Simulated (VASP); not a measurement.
# TiO2 (I4_1/amd) in VASP: further runs

TiO2 is run at these levels: PBE+U; tasks: single point.

Program: VASP 6.6.1. These are calculated values, not measurements. Logs are shortened: lines on timing, memory, paths and dates and some standing lists are left out, and cuts for length are marked.

## Step 1: The cell of the first run

It takes space group I4_1/amd (No. 141, tetragonal). The conventional cell has a = 3.945 Å, b = 3.945 Å, c = 9.519 Å, α = 90.00°, β = 90.00°, γ = 90.00°. Ti (site symmetry -4m2) has 6 O at 1.95 to 2.02 Å within 2.6 Å. O (site symmetry 2mm) has 3 Ti at 1.95 to 2.02 Å and 2 O at 2.49 Å within 2.6 Å.

## Step 2: Single point, PBE+U

Input file INCAR:

```
SYSTEM = TiO2
ALGO     = Normal         ! electronic algorithm
EDIFF    = 1E-6           ! SCF threshold, eV
ENCUT    = 520            ! plane-wave cutoff, eV
GGA      = PE             ! functional
ISIF     = 2              ! what is computed and relaxed
ISMEAR   = 0              ! smearing method
LASPH    = .TRUE.         ! aspherical terms in the spheres
LCHARG   = .FALSE.        ! write CHGCAR
LDAU     = .TRUE.         ! DFT+U
LDAUJ    = 0 0          
LDAUL    = 2 -1           ! shell
LDAUPRINT= 1            
LDAUTYPE = 2            
LDAUU    = 4 0            ! U, eV
LMAXMIX  = 4              ! l up to which the mixer works
LREAL    = .FALSE.        ! projectors in reciprocal space
LWAVE    = .FALSE.        ! write WAVECAR
NBANDS   = 33             ! bands
NELM     = 150            ! most SCF steps
PREC     = Accurate       ! precision mode
SIGMA    = 0.05           ! smearing width, eV
```

Input file KPOINTS:

```
k-points
0
G
  8 8 8
  0 0 0
```

Input file POSCAR:

```
TiO2
1.0
   -1.9722500000      1.9722500000      4.7595000000
    1.9722500000     -1.9722500000      4.7595000000
    1.9722500000      1.9722500000     -4.7595000000
Ti O
2 4
Direct
    0.0000000000      0.0000000000      0.0000000000
    0.7500000000      0.2500000000      0.5000000000
    0.2052277854      0.2052277854      0.0000000000
    0.9552277854      0.4552277854      0.5000000000
    0.5447722146      0.0447722146      0.5000000000
    0.7947722146      0.7947722146      0.0000000000
```

Potentials or basis: VASP PAW PBE potentials, release 64 (Ti_sv, O).

Started as:

```console
$ cat potpaw_PBE.64/Ti_sv/POTCAR potpaw_PBE.64/O/POTCAR > POTCAR
$ mpirun -np 1 vasp_std > vasp.out
```

OUTCAR:

```text
SYSTEM = TiO2
   EDIFF = 1E-6
   ENCUT = 520
   GGA = PE
   ISIF = 2
   ISMEAR = 0
   LASPH = .TRUE.
   LREAL = .FALSE.
   NELM = 150
   PREC = Accurate

 ion  position               nearest neighbor table
   1  0.000  0.000  0.000-   3 1.95   6 1.95   5 2.02   4 2.02   5 2.02   4 2.02
   2  0.750  0.250  0.500-   4 1.95   5 1.95   6 2.02   3 2.02   6 2.02   3 2.02
   3  0.205  0.205  0.000-   1 1.95   2 2.02   2 2.02
   4  0.955  0.455  0.500-   2 1.95   1 2.02   1 2.02
   5  0.545  0.045  0.500-   2 1.95   1 2.02   1 2.02
   6  0.795  0.795  0.000-   1 1.95   2 2.02   2 2.02

  LATTYP: Found a body centered tetragonal cell.
 ALAT       =     3.9445000000
 C/A-ratio  =     2.4132336164

  Lattice vectors:

 A1 = (  -1.9722500000,   1.9722500000,   4.7595000000)
 A2 = (   1.9722500000,  -1.9722500000,   4.7595000000)
 A3 = (   1.9722500000,   1.9722500000,  -4.7595000000)

Analysis of symmetry for initial positions (statically):
=====================================================================
 Subroutine PRICEL returns:
 Original cell was already a primitive cell.

 Routine SETGRP: Setting up the symmetry group for a
 body centered tetragonal supercell.

 Subroutine GETGRP returns: Found 16 space group operations
 (whereof  8 operations were pure point group operations)
 out of a pool of 16 trial point group operations.

The static configuration has the point symmetry D_2d.
 The point group associated with its full space group is D_4h.

Analysis of symmetry for dynamics (positions and initial velocities):
=====================================================================
 Subroutine PRICEL returns:
 Original cell was already a primitive cell.

 Routine SETGRP: Setting up the symmetry group for a
 body centered tetragonal supercell.

 Subroutine GETGRP returns: Found 16 space group operations
 (whereof  8 operations were pure point group operations)
 out of a pool of 16 trial point group operations.

The dynamic configuration has the point symmetry D_2d.
 The point group associated with its full space group is D_4h.

 Subroutine INISYM returns: Found 16 space group operations
 (whereof  8 operations are pure point group operations),
 and found     1 'primitive' translations

----------------------------------------------------------------------------------------

                                     Primitive cell

  volume of cell :      74.0534

  direct lattice vectors                    reciprocal lattice vectors
    -1.972250000  1.972250000  4.759500000     0.000000000  0.253517556  0.105053052
     1.972250000 -1.972250000  4.759500000     0.253517556  0.000000000  0.105053052
     1.972250000  1.972250000 -4.759500000     0.253517556  0.253517556  0.000000000

  length of vectors
     5.516555118  5.516555118  5.516555118     0.274421746  0.274421746  0.358527966

  position of ions in fractional coordinates (direct lattice)
     0.000000000  0.000000000  0.000000000
     0.750000000  0.250000000  0.500000000
     0.205227785  0.205227785  0.000000000
     0.955227785  0.455227785  0.500000000
     0.544772215  0.044772215  0.500000000
     0.794772215  0.794772215  0.000000000

  ion indices of the primitive-cell ions
   primitive index   ion index
                 1           1
                 2           2
                 3           3
[... 109 lines left out ...]
   LRPA    =     F    only Hartree local field effects (RPA)
 non-spin polarized calculation
 Gauss-broadening in eV      SIGMA  =   0.05
  energy-cutoff  :      520.00
  volume of cell :       74.05
 maximum number of plane-waves:      2017
 NGX is ok and might be reduce to    42
   NGX = 21   NGY = 21   NGZ = 21

atom =   1  type =  1  l = 2

 onsite density matrix

spin component  1

  0.0909  0.0000 -0.0000  0.0000 -0.0000
  0.0000  0.0996  0.0000 -0.0000 -0.0000
 -0.0000  0.0000  0.2660  0.0000 -0.0000
  0.0000 -0.0000  0.0000  0.0996  0.0000
 -0.0000 -0.0000 -0.0000  0.0000  0.2202

spin component  2

  0.0909  0.0000 -0.0000  0.0000 -0.0000
  0.0000  0.0996  0.0000 -0.0000 -0.0000
 -0.0000  0.0000  0.2660  0.0000 -0.0000
  0.0000 -0.0000  0.0000  0.0996  0.0000
 -0.0000 -0.0000 -0.0000  0.0000  0.2202

 occupancies and eigenvectors

  o =  0.0909  v =  1.0000  0.0000  0.0000  0.0000  0.0000  0.0000  0.0000  0.0000  0.0000  0.0000      0.0000  0.0000  0.0000  0.0000  0.0000  0.0000  0.0000  0.0000  0.0000  0.0000
  o =  0.0909  v =  0.0000  0.0000  0.0000  0.0000  0.0000  1.0000  0.0000  0.0000  0.0000  0.0000      0.0000  0.0000  0.0000  0.0000  0.0000  0.0000  0.0000  0.0000  0.0000  0.0000
  o =  0.0996  v =  0.0000  0.9141  0.0000  0.4055 -0.0000  0.0000  0.0000  0.0000  0.0000  0.0000      0.0000  0.0000  0.0000  0.0000  0.0000  0.0000  0.0000  0.0000  0.0000  0.0000
  o =  0.0996  v =  0.0000  0.0000  0.0000  0.0000  0.0000  0.0000  0.9141  0.0000  0.4055 -0.0000      0.0000  0.0000  0.0000  0.0000  0.0000  0.0000  0.0000  0.0000  0.0000  0.0000
  o =  0.0996  v =  0.0000  0.4055 -0.0000 -0.9141  0.0000  0.0000  0.0000  0.0000  0.0000  0.0000      0.0000  0.0000  0.0000  0.0000  0.0000  0.0000  0.0000  0.0000  0.0000  0.0000
  o =  0.0996  v =  0.0000  0.0000  0.0000  0.0000  0.0000  0.0000  0.4055 -0.0000 -0.9141  0.0000      0.0000  0.0000  0.0000  0.0000  0.0000  0.0000  0.0000  0.0000  0.0000  0.0000
  o =  0.2202  v =  0.0000  0.0000  0.0000  0.0000  0.0000  0.0000 -0.0000 -0.0000 -0.0000 -1.0000      0.0000  0.0000  0.0000  0.0000  0.0000  0.0000  0.0000  0.0000  0.0000  0.0000
  o =  0.2202  v =  0.0000 -0.0000 -0.0000 -0.0000 -1.0000  0.0000  0.0000  0.0000  0.0000  0.0000      0.0000  0.0000  0.0000  0.0000  0.0000  0.0000  0.0000  0.0000  0.0000  0.0000
  o =  0.2660  v =  0.0000  0.0000  0.0000  0.0000  0.0000  0.0000  0.0000  1.0000 -0.0000 -0.0000      0.0000  0.0000  0.0000  0.0000  0.0000  0.0000  0.0000  0.0000  0.0000  0.0000
  o =  0.2660  v =  0.0000  0.0000  1.0000 -0.0000 -0.0000  0.0000  0.0000  0.0000  0.0000  0.0000      0.0000  0.0000  0.0000  0.0000  0.0000  0.0000  0.0000  0.0000  0.0000  0.0000

atom =   2  type =  1  l = 2

 onsite density matrix

spin component  1

  0.0909  0.0000 -0.0000  0.0000 -0.0000
  0.0000  0.0996  0.0000 -0.0000 -0.0000
 -0.0000  0.0000  0.2660  0.0000 -0.0000
  0.0000 -0.0000  0.0000  0.0996  0.0000
 -0.0000 -0.0000 -0.0000  0.0000  0.2202

spin component  2

  0.0909  0.0000 -0.0000  0.0000 -0.0000
  0.0000  0.0996  0.0000 -0.0000 -0.0000
 -0.0000  0.0000  0.2660  0.0000 -0.0000
  0.0000 -0.0000  0.0000  0.0996  0.0000
 -0.0000 -0.0000 -0.0000  0.0000  0.2202

 occupancies and eigenvectors

  o =  0.0909  v =  1.0000  0.0000  0.0000  0.0000  0.0000  0.0000  0.0000  0.0000  0.0000  0.0000      0.0000  0.0000  0.0000  0.0000  0.0000  0.0000  0.0000  0.0000  0.0000  0.0000
  o =  0.0909  v =  0.0000  0.0000  0.0000  0.0000  0.0000  1.0000  0.0000  0.0000  0.0000  0.0000      0.0000  0.0000  0.0000  0.0000  0.0000  0.0000  0.0000  0.0000  0.0000  0.0000
  o =  0.0996  v =  0.0000 -0.9122 -0.0000 -0.4098  0.0000  0.0000  0.0000  0.0000  0.0000  0.0000      0.0000  0.0000  0.0000  0.0000  0.0000  0.0000  0.0000  0.0000  0.0000  0.0000
  o =  0.0996  v =  0.0000  0.0000  0.0000  0.0000  0.0000  0.0000 -0.9122 -0.0000 -0.4098  0.0000      0.0000  0.0000  0.0000  0.0000  0.0000  0.0000  0.0000  0.0000  0.0000  0.0000
  o =  0.0996  v =  0.0000 -0.4098 -0.0000  0.9122 -0.0000  0.0000  0.0000  0.0000  0.0000  0.0000      0.0000  0.0000  0.0000  0.0000  0.0000  0.0000  0.0000  0.0000  0.0000  0.0000
  o =  0.0996  v =  0.0000  0.0000  0.0000  0.0000  0.0000  0.0000 -0.4098 -0.0000  0.9122 -0.0000      0.0000  0.0000  0.0000  0.0000  0.0000  0.0000  0.0000  0.0000  0.0000  0.0000
  o =  0.2202  v =  0.0000 -0.0000  0.0000  0.0000  1.0000  0.0000  0.0000  0.0000  0.0000  0.0000      0.0000  0.0000  0.0000  0.0000  0.0000  0.0000  0.0000  0.0000  0.0000  0.0000
  o =  0.2202  v =  0.0000  0.0000  0.0000  0.0000  0.0000  0.0000 -0.0000  0.0000  0.0000  1.0000      0.0000  0.0000  0.0000  0.0000  0.0000  0.0000  0.0000  0.0000  0.0000  0.0000
  o =  0.2660  v =  0.0000  0.0000  0.0000  0.0000  0.0000  0.0000  0.0000 -1.0000 -0.0000  0.0000      0.0000  0.0000  0.0000  0.0000  0.0000  0.0000  0.0000  0.0000  0.0000  0.0000
  o =  0.2660  v =  0.0000  0.0000 -1.0000 -0.0000  0.0000  0.0000  0.0000  0.0000  0.0000  0.0000      0.0000  0.0000  0.0000  0.0000  0.0000  0.0000  0.0000  0.0000  0.0000  0.0000

 number of electron      48.0000008 magnetization

 Free energy of the ion-electron system (eV)
  ---------------------------------------------------
  ext. energy  EPLUGINS =         0.00000000
  ---------------------------------------------------
  free energy    TOTEN  =       -48.40817127 eV

  energy without entropy =      -48.40817127  energy(sigma->0) =      -48.40817127

 E-fermi :   3.1398     XC(G=0): -10.3115

 val. band max:        2.7609289235   @ k =  -0.3750   0.3750   0.0000
 cond. band min:       5.3489492748   @ k =   0.0000   0.0000   0.0000
 fundamental gap:      2.5880203513
 Fermi energy:         3.1398120341

 k-point     1 :       0.0000    0.0000    0.0000
  band No.  band energies     occupation
      1     -54.8158      2.00000
      2     -54.7704      2.00000
      3     -31.1299      2.00000
      4     -30.9683      2.00000
      5     -30.9683      2.00000
      6     -30.9084      2.00000
[... 853 lines left out ...]
     32       9.0233      0.00000
     33       9.3641      0.00000

 [... further k-points ...]

------------------------ aborting loop because EDIFF is reached ----------------------------------------

  FORCE on cell =-STRESS in cart. coord.  units (eV):
  Direction    XX          YY          ZZ          XY          YZ          ZX
  --------------------------------------------------------------------------------------
  -------------------------------------------------------------------------------------
  Total       -2.8506039     -2.8506039      3.1055804      0.0000000      0.0000000      0.0000000
  in kB      -61.6740120    -61.6740120     67.1905363      0.0000000      0.0000000      0.0000000
  external PRESSURE =     -18.7191626 kB  Pullay stress =       0.0000000 kB

 VOLUME and BASIS-vectors are now :
 -----------------------------------------------------------------------------
  energy-cutoff  :      520.00
  volume of cell :       74.05
      direct lattice vectors                 reciprocal lattice vectors
    -1.972250000  1.972250000  4.759500000     0.000000000  0.253517556  0.105053052
     1.972250000 -1.972250000  4.759500000     0.253517556  0.000000000  0.105053052
     1.972250000  1.972250000 -4.759500000     0.253517556  0.253517556  0.000000000

 POSITION                                       TOTAL-FORCE (eV/Angst)
 -----------------------------------------------------------------------------------
      0.00000      0.00000      0.00000        -0.000000     -0.000000      0.000000
     -0.00000      1.97225      2.37975        -0.000000     -0.000000      0.000000
      0.00000      0.00000      1.95356        -0.000000      0.000000      0.657889
      0.00000      1.97225      4.33331         0.000000     -0.000000      0.657889
      0.00000      1.97225      0.42619         0.000000     -0.000000     -0.657889
      0.00000      0.00000      7.56544        -0.000000      0.000000     -0.657889
 -----------------------------------------------------------------------------------
    total drift:                               -0.000000     -0.000000     -0.000000

  FREE ENERGIE OF THE ION-ELECTRON SYSTEM (eV)
  ---------------------------------------------------
  free  energy   TOTEN  =       -48.4081712721 eV

  energy  without entropy=      -48.4081712721  energy(sigma->0) =      -48.40817127
```

Run time: 5.6 min. Hardware: 1 thread of Intel Xeon Platinum 8259CL at 2.50GHz (Skylake/Cascade Lake), shared host; peak memory 0.31 GiB.

Results:

* Free energy: -48.4082 eV
* Pressure: -1.9 GPa
* Largest force: 0.658 eV/Å
* Band gap on the k mesh: 2.59 eV (least direct gap 2.83 eV)

Forces in eV/Å, atoms in the order of the input:
```
Ti   0.000  0.000  0.000
Ti   0.000  0.000  0.000
O    0.000  0.000  0.658
O    0.000  0.000  0.658
O    0.000  0.000 -0.658
O    0.000  0.000 -0.658
```

Levels at points of the mesh, in eV from the valence-band top:
| k point | band 20 | band 21 | band 22 | band 23 | band 24 | band 25 | band 26 | band 27 | band 28 | band 29 |
| --- | --- | --- | --- | --- | --- | --- | --- | --- | --- | --- |
| (0.00, 0.00, 0.00) | -0.59 | -0.53 | -0.53 | -0.31 | -0.31 | 2.59 | 3.36 | 4.25 | 4.25 | 4.30 |
| (0.50, 0.00, 0.00) | -1.71 | -1.56 | -0.72 | -0.71 | -0.51 | 3.51 | 3.80 | 3.82 | 3.96 | 4.48 |
| (0.50, 0.50, 0.00) | -2.32 | -1.66 | -1.66 | -0.02 | -0.02 | 3.70 | 3.70 | 4.06 | 4.06 | 4.91 |
| (0.50, 0.50, 0.50) | -1.25 | -1.03 | -1.03 | -0.07 | -0.07 | 2.96 | 2.96 | 4.12 | 4.12 | 4.43 |

Eigenvalues of the final occupation matrices:
```tsv
site	spin	trace	eigenvalues
site 1 d	1	0.78	0.09 0.10 0.10 0.22 0.27
site 1 d	2	0.78	0.09 0.10 0.10 0.22 0.27
site 2 d	1	0.78	0.09 0.10 0.10 0.22 0.27
site 2 d	2	0.78	0.09 0.10 0.10 0.22 0.27
```

Caveat: the stress differs along the axes, from -6 to 7 GPa.

## Step 3: Single point, PBE+U

This run uses another cell than the first one, of 12.40 Å³/atom.

Input file INCAR:

```
  PREC = Accurate
  ENCUT = 520
  EDIFF = 1E-6
  ISMEAR = 0
  SIGMA = 0.05
  LREAL = F
  LASPH = T
  NELM = 150
  ALGO = Normal
  ISIF = 2
  LWAVE = F
  LCHARG = F
  LMAXMIX = 4
  LDAU = T
  LDAUTYPE = 2
  LDAUL = 2 -1
  LDAUU = 4 0
  LDAUJ = 0 0
  LDAUPRINT = 1
  GGA = PE
  NBANDS = 33
```

Input file KPOINTS:

```
regular mesh
0
Gamma
  8 8 8
```

POSCAR: that of step 2 with these lines changed.

```diff
@@ -2,5 +2,5 @@
 1.0
-   -1.9722500000      1.9722500000      4.7595000000
-    1.9722500000     -1.9722500000      4.7595000000
-    1.9722500000      1.9722500000     -4.7595000000
+   -1.8768500000      1.8768500000      5.2811000000
+    1.8768500000     -1.8768500000      5.2811000000
+    1.8768500000      1.8768500000     -5.2811000000
 Ti O
```

Potentials or basis: VASP PAW PBE potentials, release 64 (Ti_sv, O).

Started as:

```console
$ cat potpaw_PBE.64/Ti_sv/POTCAR potpaw_PBE.64/O/POTCAR > POTCAR
$ mpirun -np 1 vasp_std > vasp.out
```

It took 5.8 min on 1 thread of Intel Xeon Platinum 8259CL at 2.50GHz (Skylake/Cascade Lake), shared host; peak memory 0.38 GiB.

Results (log left out):

| Item | Value |
| --- | --- |
| Free energy | -48.2225 eV |
| Pressure | -2.6 GPa |
| Largest force | 0.777 eV/Å |
| Band gap on the k mesh | 2.61 eV (least direct gap 2.99 eV) |

Forces in eV/Å, atoms in the order of the input:
```
Ti   0.000  0.000  0.000
Ti   0.000  0.000  0.000
O    0.000  0.000 -0.777
O    0.000  0.000 -0.777
O    0.000  0.000  0.777
O    0.000  0.000  0.777
```

Stress tensor (GPa, compression positive):
```
  2.98   0.00   0.00
  0.00   2.98   0.00
  0.00   0.00 -13.62
```

Levels at points of the mesh, in eV from the valence-band top:
```csv
k point,band 22,band 23,band 24,band 25,band 26,band 27
"(0.00, 0.00, 0.00)",-1.03,-0.43,-0.43,2.61,3.04,4.20
"(0.50, 0.00, 0.00)",-1.25,-0.83,-0.83,3.54,3.63,3.66
"(0.50, 0.50, 0.00)",-2.01,-0.06,-0.06,3.28,3.28,3.75
"(0.50, 0.50, 0.50)",-1.43,-0.24,-0.24,2.82,2.82,4.10
```

Eigenvalues of the final occupation matrices:
```csv
site,spin,trace,eigenvalues
site 1 d,1,0.78,0.10 0.10 0.12 0.20 0.26
site 1 d,2,0.78,0.10 0.10 0.12 0.20 0.26
site 2 d,1,0.78,0.10 0.10 0.12 0.20 0.26
site 2 d,2,0.78,0.10 0.10 0.12 0.20 0.26
```

Caveat: the stress differs along the axes, from -14 to 3 GPa. A k mesh can miss the band edges.
